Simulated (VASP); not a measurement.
# ZrSi6 (Pm-3m) in VASP: notebook

ZrSi6 is run at these levels: PBE; tasks: single point, relaxation of cell and atoms.

Everything below comes from runs of VASP 6.6.1. Logs are shortened: lines on timing, memory, paths and dates and some standing lists are left out, and cuts for length are marked.

### 1 The cell of the first run

It takes space group Pm-3m (No. 221, cubic). The conventional cell has a = 5.712 Å, b = 5.712 Å, c = 5.712 Å, α = 90.00°, β = 90.00°, γ = 90.00°. Zr (site symmetry m-3m) has 24 Si at 4.20 Å within 5.5 Å. Within 3.0 Å of Si (site symmetry 4mm) lie 5 Si at 2.27 to 2.44 Å.

### 2 Single point, PBE

Contents of INCAR:

```
SYSTEM = ZrSi6
PREC = Accurate ; ENCUT = 520
EDIFF = 1E-7 ; ISMEAR = 0
SIGMA = 0.1 ; LREAL = .FALSE.
LASPH = .TRUE. ; NELM = 100
ALGO = Normal ; ISIF = 2
LWAVE = .FALSE. ; LCHARG = .TRUE.
GGA = PE ; LELF = .TRUE.
LVHAR = .TRUE. ; NBANDS = 27
```

Contents of KPOINTS:

```
regular mesh
0
G
  8 8 8
  0 0 0
```

Contents of POSCAR:

```
ZrSi6
1.0
    5.7122558324      0.0000000000      0.0000000000
    0.0000000000      5.7122558324      0.0000000000
    0.0000000000      0.0000000000      5.7122558324
Zr Si
1 6
Direct
    0.0000000000      0.0000000000      0.0000000000
    0.8014911962      0.5000000000      0.5000000000
    0.1985088038      0.5000000000      0.5000000000
    0.5000000000      0.8014911962      0.5000000000
    0.5000000000      0.1985088038      0.5000000000
    0.5000000000      0.5000000000      0.8014911962
    0.5000000000      0.5000000000      0.1985088038
```

Potentials or basis: VASP PAW PBE potentials, release 64 (Zr_sv, Si).

On the command line:

```sh
> cat potpaw_PBE.64/Zr_sv/POTCAR potpaw_PBE.64/Si/POTCAR > POTCAR
> mpirun -np 1 vasp_std > vasp.out
```

OUTCAR:

```text
SYSTEM = ZrSi6
   PREC = Accurate
   ENCUT = 520
   EDIFF = 1E-7
   ISMEAR = 0
   LREAL = .FALSE.
   LASPH = .TRUE.
   NELM = 100
   ISIF = 2
   GGA = PE

 ion  position               nearest neighbor table
   1  0.000  0.000  0.000-
   2  0.801  0.500  0.500-   3 2.27   4 2.44   5 2.44   6 2.44   7 2.44
   3  0.199  0.500  0.500-   2 2.27   4 2.44   5 2.44   6 2.44   7 2.44
   4  0.500  0.801  0.500-   5 2.27   3 2.44   2 2.44   6 2.44   7 2.44
   5  0.500  0.199  0.500-   4 2.27   3 2.44   2 2.44   6 2.44   7 2.44
   6  0.500  0.500  0.801-   7 2.27   3 2.44   4 2.44   5 2.44   2 2.44
   7  0.500  0.500  0.199-   6 2.27   3 2.44   4 2.44   5 2.44   2 2.44

  LATTYP: Found a simple cubic cell.
 ALAT       =     5.7122558324

  Lattice vectors:

 A1 = (   5.7122558324,   0.0000000000,   0.0000000000)
 A2 = (   0.0000000000,   5.7122558324,   0.0000000000)
 A3 = (   0.0000000000,   0.0000000000,   5.7122558324)

Analysis of symmetry for initial positions (statically):
=====================================================================
 Subroutine PRICEL returns:
 Original cell was already a primitive cell.

 Routine SETGRP: Setting up the symmetry group for a
 simple cubic supercell.

 Subroutine GETGRP returns: Found 48 space group operations
 (whereof 48 operations were pure point group operations)
 out of a pool of 48 trial point group operations.

The static configuration has the point symmetry O_h .

Analysis of symmetry for dynamics (positions and initial velocities):
=====================================================================
 Subroutine PRICEL returns:
 Original cell was already a primitive cell.

 Routine SETGRP: Setting up the symmetry group for a
 simple cubic supercell.

 Subroutine GETGRP returns: Found 48 space group operations
 (whereof 48 operations were pure point group operations)
 out of a pool of 48 trial point group operations.

The dynamic configuration has the point symmetry O_h .

 Subroutine INISYM returns: Found 48 space group operations
 (whereof 48 operations are pure point group operations),
 and found     1 'primitive' translations

[... 103 lines left out ...]
   NELM   =    100;   NELMIN=  2; NELMDL= -5     # of ELM steps
   EDIFF  = 0.1E-06   stopping-criterion for ELM
   LREAL  =      F    real-space projection
   EDIFFG = 0.1E-05   stopping-criterion for IOM
   NSW    =      0    number of steps for IOM
   IBRION =     -1    ionic relax: 0-MD 1-quasi-New 2-CG
   NFREE  =      0    steps in history (QN), initial steepest desc. (CG)
   ISIF   =      2    stress and relaxation
   ISYM   =      2    0-nonsym 1-usesym 2-fastsym
   POTIM  = 0.5000    time-step for ionic-motion
   TEBEG  =    0.0;   TEEND  =   0.0 temperature during run
   PSTRESS=    0.0 pullay stress
   NELECT =      36.0000    total number of electrons
   NUPDOWN=      -1.0000    fix difference up-down
   EMIN   =  10.00;   EMAX   =-10.00  energy-range for DOS
   EFERMI =   0.00;   METHOD = LEGACY
   ISMEAR =     0;   SIGMA  =   0.10  broadening in eV -4-tet -1-fermi 0-gaus
   EFERMI_NEDOS =   21; number of points for ismear=-14 and -15
   IALGO  =     38    algorithm
   IMIX   =      4    mixing-type and parameters
     AMIX     =   0.40;   BMIX     =  1.00
     AMIX_MAG =   1.60;   BMIX_MAG =  1.00
  volume/ion in A,a.u.               =      26.63       179.69
  Fermi-wavevector in a.u.,A,eV,Ry     =   0.946313  1.788272 12.184123  0.895508
  Thomas-Fermi vector in A             =   2.074298
   LORBIT       =      0    0 simple, 1 ext, 2 COOP (PROOUT), +10 PAW based schemes
   GGA     = PE    functional components
   LHFCALC =     F    Hartree Fock is set to
   AEXX    =    0.0000 exact exchange contribution
   IVDW    =     0    specifies the selected vdW correction
   LEPSILON=     F    determine dielectric tensor
   LRPA    =     F    only Hartree local field effects (RPA)
 non-spin polarized calculation
 Gauss-broadening in eV      SIGMA  =   0.10
  energy-cutoff  :      520.00
  volume of cell :      186.39
 maximum number of plane-waves:      5056
   NGX = 21   NGY = 21   NGZ = 21

 number of electron      36.0000001 magnetization

 Free energy of the ion-electron system (eV)
  ---------------------------------------------------
  ext. energy  EPLUGINS =         0.00000000
  ---------------------------------------------------
  free energy    TOTEN  =       -31.59796088 eV

  energy without entropy =      -31.55377653  energy(sigma->0) =      -31.57586871

 E-fermi :   4.5404     XC(G=0):  -8.6227

 val. band max:        4.5324628682   @ k =   0.3750   0.2500   0.0000
 cond. band min:       4.5422743790   @ k =   0.2500   0.2500   0.0000
 fundamental gap:      0.0098115108
 Fermi energy:         4.5403805750

 k-point     1 :       0.0000    0.0000    0.0000
  band No.  band energies     occupation
      1     -46.3277      2.00000
      2     -24.2536      2.00000
      3     -24.2536      2.00000
      4     -24.2536      2.00000
      5      -8.6872      2.00000
      6      -3.2579      2.00000
[... 709 lines left out ...]
     26       6.8566      0.00000
     27       7.2059      0.00000

 [... further k-points ...]

------------------------ aborting loop because EDIFF is reached ----------------------------------------

  FORCE on cell =-STRESS in cart. coord.  units (eV):
  Direction    XX          YY          ZZ          XY          YZ          ZX
  --------------------------------------------------------------------------------------
  -------------------------------------------------------------------------------------
  Total       -0.0746761     -0.0746761     -0.0746761     -0.0000000      0.0000000      0.0000000
  in kB       -0.6419030     -0.6419030     -0.6419030     -0.0000000      0.0000000      0.0000000
  external PRESSURE =      -0.6419030 kB  Pullay stress =       0.0000000 kB

 VOLUME and BASIS-vectors are now :
 -----------------------------------------------------------------------------
  energy-cutoff  :      520.00
  volume of cell :      186.39
      direct lattice vectors                 reciprocal lattice vectors
     5.712255832  0.000000000  0.000000000     0.175062187  0.000000000  0.000000000
     0.000000000  5.712255832  0.000000000     0.000000000  0.175062187  0.000000000
     0.000000000  0.000000000  5.712255832     0.000000000  0.000000000  0.175062187

 POSITION                                       TOTAL-FORCE (eV/Angst)
 -----------------------------------------------------------------------------------
      0.00000      0.00000      0.00000         0.000000     -0.000000      0.000000
      4.57832      2.85613      2.85613        -0.000185      0.000000     -0.000000
      1.13393      2.85613      2.85613         0.000185     -0.000000      0.000000
      2.85613      4.57832      2.85613         0.000000     -0.000185      0.000000
      2.85613      1.13393      2.85613        -0.000000      0.000185      0.000000
      2.85613      2.85613      4.57832         0.000000      0.000000     -0.000185
      2.85613      2.85613      1.13393        -0.000000     -0.000000      0.000185
 -----------------------------------------------------------------------------------
    total drift:                               -0.000000     -0.000000     -0.000000

  FREE ENERGIE OF THE ION-ELECTRON SYSTEM (eV)
  ---------------------------------------------------
  free  energy   TOTEN  =       -31.5979608850 eV

  energy  without entropy=      -31.5537765287  energy(sigma->0) =      -31.57586871
```

stdout:

```text
POSCAR found type information on POSCAR ZrSi
 POSCAR found :  2 types and       7 ions
 scaLAPACK will be used
 LDA part: xc-table for (Slater+PW92), standard interpolation
 POSCAR, INCAR and KPOINTS ok, starting setup
 FFT: planning ... GRIDC
 FFT: planning ... GRID_SOFT
 FFT: planning ... GRID
 WAVECAR not read
 entering main loop
```

Run time: 2.5 min. Hardware: 1 thread of Intel Xeon Platinum 8124M at 3.00GHz (Skylake/Cascade Lake), shared host; peak memory 0.34 GiB.

Results:

- Free energy: -31.5980 eV
- Pressure: -0.1 GPa
- Band gap on the k mesh: zero (band 18 reaches 4.59 eV, above the bottom of band 19 at 3.97 eV)

### 3 Relaxation of cell and atoms, PBE

This run uses another cell than the first one, of 25.89 Å³/atom, 0.972 times its volume.

Contents of INCAR:

```
SYSTEM = ZrSi6
PREC = Accurate
ENCUT = 600
EDIFF = 1E-6
ISMEAR = 0
SIGMA = 0.1
LREAL = .FALSE.
LASPH = .TRUE.
NELM = 100
ALGO = Normal
ISIF = 3
LWAVE = .FALSE.
LCHARG = .FALSE.
GGA = PE
IBRION = 2
NSW = 100
EDIFFG = -0.01
```

KPOINTS is that of step 2.

Contents of POSCAR:

```
ZrSi6
1.0
    5.6592439132      0.0000000000      0.0000000000
    0.0000000000      5.6592439132      0.0000000000
    0.0000000000      0.0000000000      5.6592439132
Zr Si
1 6
Direct
    0.0000000000      0.0000000000      0.0000000000
    0.8026444164      0.5000000000      0.5000000000
    0.1973555836      0.5000000000      0.5000000000
    0.5000000000      0.8026444164      0.5000000000
    0.5000000000      0.1973555836      0.5000000000
    0.5000000000      0.5000000000      0.8026444164
    0.5000000000      0.5000000000      0.1973555836
```

Potentials or basis: VASP PAW PBE potentials, release 64 (Zr_sv, Si).

On the command line:

```sh
> cat potpaw_PBE.64/Zr_sv/POTCAR potpaw_PBE.64/Si/POTCAR > POTCAR
> mpirun -np 1 vasp_std > vasp.out
```

Wall time 9 min (1 thread of Intel Xeon Platinum 8124M at 3.00GHz (Skylake/Cascade Lake), shared host); peak memory 0.44 GiB.

The run converged. Its results:

```yaml
Free_energy: -31.5978 eV
Relaxed_volume: 26.59 Å³/atom
Relaxed_cell: a = 5.709 Å, b = 5.709 Å, c = 5.709 Å, α = 90.00°, β = 90.00°, γ = 90.00°
Space_group_after_relaxing_to_0.05_Å: Pm-3m (No. 221)
Energy_gained_by_relaxing: 2.4 meV/atom
Ionic_steps: 6
Pressure_after_relaxing: 0.0 GPa
Band_gap_on_the_k_mesh: zero (band 18 reaches 4.61 eV, above the bottom of band 19 at 3.98 eV)
```

Step by step:
| step | energy change (eV) | largest force (eV/Å) | pressure (GPa) | volume (Å³) |
| --- | --- | --- | --- | --- |
| 1 | 0.0000 | 0.0742 | 0.97 | 181.25 |
| 2 | -0.0160 | 0.0679 | 0.10 | 185.38 |
| 3 | -0.0163 | 0.0669 | -0.03 | 186.01 |
| 4 | -0.0163 | 0.0668 | -0.05 | 186.12 |
| 5 | -0.0165 | 0.0460 | 0.04 | 186.09 |
| 6 | -0.0167 | 0.0002 | 0.00 | 186.10 |

Final structure:
```yaml
crystal:
  lattice:
    - [5.70933, 0.00000, 0.00000]
    - [0.00000, 5.70933, 0.00000]
    - [0.00000, 0.00000, 5.70933]
  atoms:
    - { symbol: Zr, position: [0.00000, 0.00000, 0.00000] }
    - { symbol: Si, position: [0.80153, 0.50000, 0.50000] }
    - { symbol: Si, position: [0.19847, 0.50000, 0.50000] }
    - { symbol: Si, position: [0.50000, 0.80153, 0.50000] }
    - { symbol: Si, position: [0.50000, 0.19847, 0.50000] }
    - { symbol: Si, position: [0.50000, 0.50000, 0.80153] }
    - { symbol: Si, position: [0.50000, 0.50000, 0.19847] }
```

Levels at points of the mesh, in eV from the Fermi level:
| k point | band 15 | band 16 | band 17 | band 18 | band 19 | band 20 | band 21 | band 22 |
| --- | --- | --- | --- | --- | --- | --- | --- | --- |
| (0.00, 0.00, 0.00) | -0.39 | -0.35 | -0.35 | -0.35 | -0.02 | -0.02 | 0.35 | 0.35 |
| (0.50, 0.00, 0.00) | -1.41 | -1.29 | -1.01 | -0.58 | -0.58 | 0.04 | 0.36 | 1.05 |
| (0.50, 0.50, 0.00) | -1.30 | -0.83 | -0.56 | -0.56 | 0.19 | 0.28 | 0.50 | 0.50 |
| (0.50, 0.50, 0.50) | -1.21 | -1.21 | -0.64 | -0.20 | 0.18 | 0.18 | 0.18 | 0.39 |

### 4 Single point, PBE

This run uses another cell than the first one, of 25.89 Å³/atom, 0.972 times its volume.

Contents of INCAR:

```
SYSTEM = ZrSi6
PREC = Accurate ; ENCUT = 520
EDIFF = 1E-7 ; ISMEAR = 0
SIGMA = 0.1 ; LREAL = .False.
LASPH = .True. ; NELM = 100
ALGO = Normal ; ISIF = 2
LWAVE = .False. ; LCHARG = .True.
GGA = PE ; LELF = .True.
LVHAR = .True. ; NBANDS = 27
```

Contents of KPOINTS:

```
Automatic mesh
0
Gamma
  4 4 4
  0 0 0
```

POSCAR is that of step 3.

Potentials or basis: VASP PAW PBE potentials, release 64 (Zr_sv, Si).

On the command line:

```sh
> cat potpaw_PBE.64/Zr_sv/POTCAR potpaw_PBE.64/Si/POTCAR > POTCAR
> mpirun -np 1 vasp_std > vasp.out
```

OUTCAR:

```text
SYSTEM = ZrSi6
   PREC = Accurate
   ENCUT = 520
   EDIFF = 1E-7
   ISMEAR = 0
   LREAL = .False.
   LASPH = .True.
   NELM = 100
   ISIF = 2
   GGA = PE

 ion  position               nearest neighbor table
   1  0.000  0.000  0.000-
   2  0.803  0.500  0.500-   3 2.23   4 2.42   5 2.42   6 2.42   7 2.42
   3  0.197  0.500  0.500-   2 2.23   4 2.42   5 2.42   6 2.42   7 2.42
   4  0.500  0.803  0.500-   5 2.23   3 2.42   2 2.42   6 2.42   7 2.42
   5  0.500  0.197  0.500-   4 2.23   3 2.42   2 2.42   6 2.42   7 2.42
   6  0.500  0.500  0.803-   7 2.23   3 2.42   4 2.42   5 2.42   2 2.42
   7  0.500  0.500  0.197-   6 2.23   3 2.42   4 2.42   5 2.42   2 2.42

  LATTYP: Found a simple cubic cell.
 ALAT       =     5.6592439132

  Lattice vectors:

 A1 = (   5.6592439132,   0.0000000000,   0.0000000000)
 A2 = (   0.0000000000,   5.6592439132,   0.0000000000)
 A3 = (   0.0000000000,   0.0000000000,   5.6592439132)

Analysis of symmetry for initial positions (statically):
[... 169 lines left out ...]

 val. band max:        4.8062250467   @ k =   0.5000   0.5000   0.2500
 cond. band min:       4.8331673396   @ k =   0.2500   0.2500   0.2500
 fundamental gap:      0.0269422929
 Fermi energy:         4.8304822940

 k-point     1 :       0.0000    0.0000    0.0000
  band No.  band energies     occupation
      1     -46.0123      2.00000
      2     -23.9289      2.00000
      3     -23.9289      2.00000
      4     -23.9289      2.00000
      5      -8.7364      2.00000
      6      -3.2347      2.00000
[... 289 lines left out ...]
     26       6.8664      0.00000
     27       7.5120      0.00000

------------------------ aborting loop because EDIFF is reached ----------------------------------------

  FORCE on cell =-STRESS in cart. coord.  units (eV):
  Direction    XX          YY          ZZ          XY          YZ          ZX
  --------------------------------------------------------------------------------------
  -------------------------------------------------------------------------------------
  Total       -0.0735691     -0.0735691     -0.0735691     -0.0000000     -0.0000000     -0.0000000
  in kB       -0.6503251     -0.6503251     -0.6503251     -0.0000000     -0.0000000     -0.0000000
  external PRESSURE =      -0.6503251 kB  Pullay stress =       0.0000000 kB

 VOLUME and BASIS-vectors are now :
 -----------------------------------------------------------------------------
  energy-cutoff  :      520.00
  volume of cell :      181.25
      direct lattice vectors                 reciprocal lattice vectors
     5.659243913  0.000000000  0.000000000     0.176702050  0.000000000  0.000000000
     0.000000000  5.659243913  0.000000000     0.000000000  0.176702050  0.000000000
     0.000000000  0.000000000  5.659243913     0.000000000  0.000000000  0.176702050

 POSITION                                       TOTAL-FORCE (eV/Angst)
 -----------------------------------------------------------------------------------
      0.00000      0.00000      0.00000         0.000000     -0.000000      0.000000
      4.54236      2.82962      2.82962        -0.005457     -0.000000      0.000000
      1.11688      2.82962      2.82962         0.005457     -0.000000     -0.000000
      2.82962      4.54236      2.82962         0.000000     -0.005457      0.000000
      2.82962      1.11688      2.82962        -0.000000      0.005457     -0.000000
      2.82962      2.82962      4.54236        -0.000000     -0.000000     -0.005457
      2.82962      2.82962      1.11688         0.000000     -0.000000      0.005457
 -----------------------------------------------------------------------------------
    total drift:                               -0.000000     -0.000000      0.000000

  FREE ENERGIE OF THE ION-ELECTRON SYSTEM (eV)
  ---------------------------------------------------
  free  energy   TOTEN  =       -31.7165068974 eV

  energy  without entropy=      -31.6747578211  energy(sigma->0) =      -31.69563236
```

It took 47 s on 1 thread of Intel Xeon Platinum 8124M at 3.00GHz (Skylake/Cascade Lake), shared host; peak memory 0.27 GiB.

What came out:

```yaml
Free_energy: -31.7165 eV
Pressure: -0.1 GPa
Largest_force: 0.005 eV/Å
Band_gap_on_the_k_mesh: zero (band 18 reaches 4.83 eV, above the bottom of band 19 at 4.15 eV)
```

Forces in eV/Å, atoms in the order of the input:
```
Zr   0.000  0.000  0.000
Si  -0.005  0.000  0.000
Si   0.005  0.000  0.000
Si   0.000 -0.005  0.000
Si   0.000  0.005  0.000
Si   0.000  0.000 -0.005
Si   0.000  0.000  0.005
```

### 5 The runs side by side

| task | cell | k mesh | cutoff (eV) | gap on the mesh (eV) | pressure (GPa) |
| --- | --- | --- | --- | --- | --- |
| single point | a = 5.712 Å, 7 atoms | 8 × 8 × 8 | 520 | none | -0.1 |
| relaxation of cell and atoms | relaxed from a = 5.659 Å, 7 atoms | 8 × 8 × 8 | 600 | none | 0.0 |
| single point | a = 5.659 Å, 7 atoms | 4 × 4 × 4 | 520 | none | -0.1 |

Alike in all rows: level PBE; potentials or basis VASP PAW PBE potentials, release 64 (Zr_sv, Si); no spin polarisation; smearing gaussian 0.1 eV.

Absolute energies hang on the potentials; compare differences alone.
